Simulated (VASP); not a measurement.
# AlNi (Cmmm) in VASP: further runs

AlNi is run at these levels: PBEsol; tasks: single point.

All numbers are computed with VASP 6.6.1; they aren't measurements. Logs are shortened: lines on timing, memory, paths and dates and some standing lists are left out, and cuts for length are marked.

## (1) The cell of the first run

The structure is orthorhombic, space group Cmmm (No. 65). The conventional cell has a = 4.007 Å, b = 4.088 Å, c = 2.862 Å, α = 90.00°, β = 90.00°, γ = 90.00°. Al (site symmetry mmm) has 8 Ni at 2.46 to 2.50 Å and 6 Al at 2.86 Å within 3.3 Å. Ni (site symmetry mmm) has 8 Al at 2.46 to 2.50 Å and 6 Ni at 2.86 Å within 3.3 Å.

## (2) Single point, PBEsol (strain -0.0200 x Voigt [0, 0, 0, 0, 1, 0])

Contents of INCAR:

```
  ALGO = Fast
  EDIFF = 1E-7
  ENCUT = 520
  GGA = PS
  ISIF = 2
  ISMEAR = 0
  LASPH = T
  LCHARG = F
  LREAL = F
  LWAVE = F
  NBANDS = 14
  NELM = 80
  PREC = Accurate
  SIGMA = 0.15
```

Contents of KPOINTS:

```
k-points
0
Gamma
  20 20 20
```

Contents of POSCAR:

```
AlNi
1.0
    2.8621655516      0.0000000000     -0.0286216555
    0.0000000000      2.8621655516      0.0000000000
   -0.0286216555      0.0000000000      2.8621655516
Al Ni
1 1
Direct
    0.0000000000      0.0000000000      0.0000000000
    0.5000000000      0.5000000000      0.5000000000
```

Potentials or basis: VASP PAW PBE potentials, release 64 (Al, Ni).

Started as:

```sh
$ cat potpaw_PBE.64/Al/POTCAR potpaw_PBE.64/Ni/POTCAR > POTCAR
$ mpirun -np 1 vasp_std > vasp.out
```

OUTCAR:

```text
EDIFF = 1E-7
   ENCUT = 520
   GGA = PS
   ISIF = 2
   ISMEAR = 0
   LASPH = T
   LREAL = F
   NELM = 80
   PREC = Accurate

 ion  position               nearest neighbor table
   1  0.000  0.000  0.000-   2 2.46   2 2.46   2 2.46   2 2.46   2 2.50   2 2.50   2 2.50   2 2.50

   2  0.500  0.500  0.500-   1 2.46   1 2.46   1 2.46   1 2.46   1 2.50   1 2.50   1 2.50   1 2.50

  LATTYP: Found a base centered orthorhombic cell.
 ALAT       =     4.0072362074
 B/A-ratio  =     1.0202020202
 C/A-ratio  =     0.7142492739

  Lattice vectors:

 A1 = (  -0.0286216555,   0.0000000000,   2.8621655516)
 A2 = (   2.8621655516,   0.0000000000,  -0.0286216555)
 A3 = (   0.0000000000,   2.8621655516,   0.0000000000)

Analysis of symmetry for initial positions (statically):
=====================================================================
 Subroutine PRICEL returns:
 Original cell was already a primitive cell.

 Routine SETGRP: Setting up the symmetry group for a
 base centered orthorhombic supercell.

 Subroutine GETGRP returns: Found  8 space group operations
 (whereof  8 operations were pure point group operations)
 out of a pool of  8 trial point group operations.

The static configuration has the point symmetry D_2h.

Analysis of symmetry for dynamics (positions and initial velocities):
=====================================================================
 Subroutine PRICEL returns:
 Original cell was already a primitive cell.

 Routine SETGRP: Setting up the symmetry group for a
 base centered orthorhombic supercell.

 Subroutine GETGRP returns: Found  8 space group operations
 (whereof  8 operations were pure point group operations)
 out of a pool of  8 trial point group operations.

The dynamic configuration has the point symmetry D_2h.

 Subroutine INISYM returns: Found  8 space group operations
 (whereof  8 operations are pure point group operations),
 and found     1 'primitive' translations

----------------------------------------------------------------------------------------

                                     Primitive cell

  volume of cell :      23.4445

  direct lattice vectors                    reciprocal lattice vectors
     2.862165552  0.000000000 -0.028621655     0.349420742  0.000000000  0.003494207
     0.000000000  2.862165552  0.000000000     0.000000000  0.349385800  0.000000000
    -0.028621655  0.000000000  2.862165552     0.003494207  0.000000000  0.349420742

  length of vectors
     2.862308656  2.862165552  2.862308656     0.349438212  0.349385800  0.349438212

  position of ions in fractional coordinates (direct lattice)
     0.000000000  0.000000000  0.000000000
     0.500000000  0.500000000  0.500000000

  ion indices of the primitive-cell ions
   primitive index   ion index
                 1           1
                 2           2

----------------------------------------------------------------------------------------

 KPOINTS: k-points

Automatic generation of k-mesh.
 Grid dimensions read from file:
 generate k-points for:   20   20   20

 Generating k-lattice:

  Cartesian coordinates                     Fractional coordinates (reciprocal lattice)
     0.017471037  0.000000000  0.000174710     0.050000000  0.000000000  0.000000000
     0.000000000  0.017469290  0.000000000     0.000000000  0.050000000  0.000000000
     0.000174710  0.000000000  0.017471037     0.000000000  0.000000000  0.050000000

  Length of vectors
     0.017471911  0.017469290  0.017471911

  Shift w.r.t. Gamma in fractional coordinates (k-lattice)
     0.000000000  0.000000000  0.000000000

 Subroutine IBZKPT returns following result:
 ===========================================

 Found   1221 irreducible k-points:

 Following reciprocal coordinates:
            Coordinates               Weight
  0.000000  0.000000  0.000000      1.000000
  0.050000  0.000000  0.000000      4.000000
  0.100000  0.000000  0.000000      4.000000
  0.150000  0.000000  0.000000      4.000000
  0.200000  0.000000  0.000000      4.000000
  0.250000  0.000000  0.000000      4.000000
[... 16 lines left out ...]
  0.000000  0.100000  0.000000      2.000000
  0.050000  0.100000  0.000000      8.000000
 [... further k-points ...]
   k-points           NKPTS =   1221   k-points in BZ     NKDIM =   1221   number of bands    NBANDS=     14
   number of dos      NEDOS =    301   number of ions     NIONS =      2
   total plane-waves  NPLWV =  13824
   dimension x,y,z NGX =    24 NGY =   24 NGZ =   24
   dimension x,y,z NGXF=    48 NGYF=   48 NGZF=   48
   ions per type =               1   1
   NGX,Y,Z   is equivalent  to a cutoff of  13.94, 13.94, 13.94 a.u.
   NGXF,Y,Z  is equivalent  to a cutoff of  27.88, 27.88, 27.88 a.u.
 SYSTEM =  unknown system
   PREC   = accura    normal or accurate (medium, high low for compatibility)
   ISTART =      0    job   : 0-new  1-cont  2-samecut
   ICHARG =      2    charge: 1-file 2-atom 10-const
   ISPIN  =      1    spin polarized calculation?
   LNONCOLLINEAR =      F non collinear calculations
   LSORBIT =      F    spin-orbit coupling
   LASPH  =      T    aspherical Exc in radial PAW
   ENCUT  =  520.0 eV  38.22 Ry    6.18 a.u.   5.32  5.32  5.32*2*pi/ulx,y,z
   NELM   =     80;   NELMIN=  2; NELMDL= -5     # of ELM steps
   EDIFF  = 0.1E-06   stopping-criterion for ELM
   LREAL  =      F    real-space projection
   EDIFFG = 0.1E-05   stopping-criterion for IOM
   NSW    =      0    number of steps for IOM
   IBRION =     -1    ionic relax: 0-MD 1-quasi-New 2-CG
   NFREE  =      0    steps in history (QN), initial steepest desc. (CG)
   ISIF   =      2    stress and relaxation
   ISYM   =      2    0-nonsym 1-usesym 2-fastsym
   POTIM  = 0.5000    time-step for ionic-motion
   TEBEG  =    0.0;   TEEND  =   0.0 temperature during run
   PSTRESS=    0.0 pullay stress
   NELECT =      13.0000    total number of electrons
   NUPDOWN=      -1.0000    fix difference up-down
   EMIN   =  10.00;   EMAX   =-10.00  energy-range for DOS
   EFERMI =   0.00;   METHOD = LEGACY
   ISMEAR =     0;   SIGMA  =   0.15  broadening in eV -4-tet -1-fermi 0-gaus
   EFERMI_NEDOS =   21; number of points for ismear=-14 and -15
   IALGO  =     68    algorithm
   IMIX   =      4    mixing-type and parameters
     AMIX     =   0.40;   BMIX     =  1.00
     AMIX_MAG =   1.60;   BMIX_MAG =  1.00
  volume/ion in A,a.u.               =      11.72        79.11
  Fermi-wavevector in a.u.,A,eV,Ry     =   1.344959  2.541604 24.611775  1.808914
  Thomas-Fermi vector in A             =   2.472911
   LORBIT       =      0    0 simple, 1 ext, 2 COOP (PROOUT), +10 PAW based schemes
   GGA     = PS    functional components
   LHFCALC =     F    Hartree Fock is set to
   AEXX    =    0.0000 exact exchange contribution
   IVDW    =     0    specifies the selected vdW correction
   LEPSILON=     F    determine dielectric tensor
   LRPA    =     F    only Hartree local field effects (RPA)
 non-spin polarized calculation
 RMM-DIIS sequential band-by-band and
 Gauss-broadening in eV      SIGMA  =   0.15
  energy-cutoff  :      520.00
  volume of cell :       23.44
 maximum number of plane-waves:       649
 NGX is ok and might be reduce to    24
   NGX = 11   NGY = 11   NGZ = 11

 number of electron      13.0000009 magnetization

 Free energy of the ion-electron system (eV)
  ---------------------------------------------------
  ext. energy  EPLUGINS =         0.00000000
  ---------------------------------------------------
  free energy    TOTEN  =       -11.58684758 eV

  energy without entropy =      -11.57712509  energy(sigma->0) =      -11.58198633

 E-fermi :  10.1576     XC(G=0): -12.2622

 val. band max:       10.1571569155   @ k =  -0.4000   0.2500   0.2000
 cond. band min:      10.1578031609   @ k =   0.4500   0.4500   0.3500
 fundamental gap:      0.0006462454
 Fermi energy:        10.1576030099

 k-point     1 :       0.0000    0.0000    0.0000
  band No.  band energies     occupation
      1      -1.1164      2.00000
      2       6.8259      2.00000
      3       6.8282      2.00000
      4       8.5490      2.00000
      5       8.5745      2.00000
      6       8.6026      2.00000
      7      15.6775      0.00000
      8      15.7394      0.00000
      9      15.8123      0.00000
     10      18.3715      0.00000
     11      18.3740      0.00000
     12      24.2459      0.00000
     13      31.2529      0.00000
     14      31.3051      0.00000

 k-point     2 :       0.0500    0.0000    0.0000
  band No.  band energies     occupation
      1      -1.0697      2.00000
      2       6.8249      2.00000
      3       6.8378      2.00000
      4       8.5373      2.00000
      5       8.5537      2.00000
      6       8.5956      2.00000
      7      15.1843      0.00000
      8      15.8014      0.00000
      9      15.8125      0.00000
     10      18.3743      0.00000
     11      18.8842      0.00000
     12      24.4051      0.00000
     13      30.6119      0.00000
     14      30.6893      0.00000

 k-point     3 :       0.1000    0.0000    0.0000
  band No.  band energies     occupation
      1      -0.9297      2.00000
      2       6.8112      2.00000
      3       6.8705      2.00000
      4       8.4881      2.00000
      5       8.4945      2.00000
      6       8.5918      2.00000
      7      14.1173      0.00000
      8      15.9843      0.00000
      9      15.9898      0.00000
     10      18.3809      0.00000
     11      19.8080      0.00000
     12      24.9027      0.00000
     13      29.4497      0.00000
     14      29.5386      0.00000
[... 324 lines left out ...]
 k-point    23 :       0.0000    0.1000    0.0000
  band No.  band energies     occupation
      1      -0.9298      2.00000
      2       6.8096      2.00000
      3       6.8722      2.00000
      4       8.4671      2.00000
      5       8.5240      2.00000
      6       8.5832      2.00000
      7      14.1150      0.00000
      8      15.9249      0.00000
      9      16.0544      0.00000
     10      18.3821      0.00000
     11      19.8055      0.00000
     12      24.9015      0.00000
     13      29.5177      0.00000
     14      29.5606      0.00000

 k-point    24 :       0.0500    0.1000    0.0000
  band No.  band energies     occupation
      1      -0.8833      2.00000
      2       6.8192      2.00000
      3       6.8734      2.00000
      4       8.4535      2.00000
      5       8.5150      2.00000
      6       8.5643      2.00000
      7      14.1485      0.00000
      8      15.4462      0.00000
      9      16.0558      0.00000
     10      18.7427      0.00000
     11      19.9966      0.00000
     12      25.0313      0.00000
     13      28.8839      0.00000
     14      29.5597      0.00000

 [... further k-points ...]

------------------------ aborting loop because EDIFF is reached ----------------------------------------

  FORCE on cell =-STRESS in cart. coord.  units (eV):
  Direction    XX          YY          ZZ          XY          YZ          ZX
  --------------------------------------------------------------------------------------
  -------------------------------------------------------------------------------------
  Total        0.0314095      0.0359993      0.0314095      0.0000000      0.0000000      0.3710281
  in kB        2.1465027      2.4601637      2.1465027      0.0000000      0.0000000     25.3557585
  external PRESSURE =       2.2510564 kB  Pullay stress =       0.0000000 kB

 VOLUME and BASIS-vectors are now :
 -----------------------------------------------------------------------------
  energy-cutoff  :      520.00
  volume of cell :       23.44
      direct lattice vectors                 reciprocal lattice vectors
     2.862165552  0.000000000 -0.028621655     0.349420742  0.000000000  0.003494207
     0.000000000  2.862165552  0.000000000     0.000000000  0.349385800  0.000000000
    -0.028621655  0.000000000  2.862165552     0.003494207  0.000000000  0.349420742

 POSITION                                       TOTAL-FORCE (eV/Angst)
 -----------------------------------------------------------------------------------
      0.00000      0.00000      0.00000         0.000000      0.000000      0.000000
      1.41677      1.43108      1.41677        -0.000000      0.000000      0.000000
 -----------------------------------------------------------------------------------
    total drift:                                0.000000      0.000000     -0.000000

  FREE ENERGIE OF THE ION-ELECTRON SYSTEM (eV)
  ---------------------------------------------------
  free  energy   TOTEN  =       -11.5868475797 eV

  energy  without entropy=      -11.5771250875  energy(sigma->0) =      -11.58198633
```

Run time: 4.6 min. Hardware: 1 thread of Intel Xeon Platinum 8259CL at 2.50GHz (Skylake/Cascade Lake), shared host; peak memory 0.5 GiB.

Results:

```yaml
Free_energy: -11.5868 eV
Pressure: 0.2 GPa
Band_gap_on_the_k_mesh: zero (an odd number of electrons rules out a gap without spin polarisation)
```

Levels at points of the mesh, in eV from the Fermi level:
| k point | band 5 | band 6 | band 7 | band 8 | band 9 | band 10 |
| --- | --- | --- | --- | --- | --- | --- |
| (0.00, 0.00, 0.00) | -1.58 | -1.56 | 5.52 | 5.58 | 5.65 | 8.21 |
| (0.50, 0.00, 0.00) | -2.30 | -1.49 | -0.66 | 8.30 | 10.09 | 10.11 |
| (0.00, 0.50, 0.00) | -2.27 | -1.49 | -0.66 | 8.33 | 10.03 | 10.16 |
| (0.50, 0.50, 0.00) | -2.13 | -2.13 | -1.04 | 1.50 | 2.60 | 12.47 |
| (0.50, 0.00, 0.50) | -2.15 | -2.12 | -1.04 | 1.48 | 2.62 | 12.50 |
| (0.50, 0.50, 0.50) | -1.01 | 1.83 | 1.94 | 2.11 | 3.93 | 4.45 |

Caveat: the cell differs from its parent crystal (strain -0.0200 x Voigt [0, 0, 0, 0, 1, 0]); the PAW data sets were made with another functional, which shifts forces and pressure a little.

## (3) Single point, PBEsol (strain +0.0100 x Voigt [0, 0, 0, 0, 1, 0])

Contents of INCAR:

```
SYSTEM = AlNi
  ALGO = Fast
  EDIFF = 1E-6
  ENCUT = 520
  GGA = PS
  ISIF = 2
  ISMEAR = 0
  LASPH = .True.
  LCHARG = .False.
  LREAL = .False.
  LWAVE = .False.
  NBANDS = 14
  NELM = 80
  PREC = Accurate
  SIGMA = 0.15
```

Contents of KPOINTS:

```
k-points
0
Gamma
  20 20 20
  0 0 0
```

Contents of POSCAR:

```
AlNi
1.0
    2.8621655516      0.0000000000      0.0143108278
    0.0000000000      2.8621655516      0.0000000000
    0.0143108278      0.0000000000      2.8621655516
Al Ni
1 1
Direct
    0.0000000000      0.0000000000      0.0000000000
    0.5000000000      0.5000000000      0.5000000000
```

Potentials or basis: VASP PAW PBE potentials, release 64 (Al, Ni).

Started as:

```sh
$ cat potpaw_PBE.64/Al/POTCAR potpaw_PBE.64/Ni/POTCAR > POTCAR
$ mpirun -np 1 vasp_std > vasp.out
```

Run time: 4 min. Hardware: 1 thread of Intel Xeon Platinum 8259CL at 2.50GHz (Skylake/Cascade Lake), shared host; peak memory 0.5 GiB.

It converged, with:

* Free energy: -11.5896 eV
* Pressure: -0.1 GPa
* Band gap on the k mesh: zero (an odd number of electrons rules out a gap without spin polarisation)

Stress tensor (GPa, compression positive):
```
-0.11  0.00 -1.27
 0.00 -0.11  0.00
-1.27  0.00 -0.11
```

Levels at points of the mesh, in eV from the Fermi level:
| k point | band 3 | band 4 | band 5 | band 6 | band 7 | band 8 | band 9 | band 10 | band 11 | band 12 |
| --- | --- | --- | --- | --- | --- | --- | --- | --- | --- | --- |
| (0.00, 0.00, 0.00) | -3.33 | -1.59 | -1.58 | -1.57 | 5.55 | 5.58 | 5.62 | 8.21 | 8.21 | 14.09 |
| (0.50, 0.00, 0.00) | -2.84 | -2.30 | -2.30 | -1.49 | -0.66 | 8.32 | 10.09 | 10.09 | 11.09 | 11.10 |
| (0.00, 0.50, 0.00) | -2.84 | -2.32 | -2.28 | -1.49 | -0.66 | 8.33 | 10.06 | 10.12 | 11.10 | 11.10 |
| (0.50, 0.50, 0.00) | -2.93 | -2.93 | -2.13 | -2.13 | -1.04 | 1.50 | 2.60 | 12.50 | 15.27 | 15.29 |
| (0.50, 0.00, 0.50) | -3.00 | -2.86 | -2.14 | -2.13 | -1.04 | 1.49 | 2.60 | 12.51 | 15.22 | 15.35 |
| (0.50, 0.50, 0.50) | -4.18 | -1.01 | -1.01 | 1.90 | 1.96 | 2.04 | 3.91 | 4.51 | 4.56 | 4.62 |

Caveat: the cell differs from its parent crystal (strain +0.0100 x Voigt [0, 0, 0, 0, 1, 0]); the PAW data sets were made with another functional, which shifts forces and pressure a little. Spin polarisation is off, so any magnetic state and its effect on volume and gap are missing.

(Continued in part 2 of 2.)
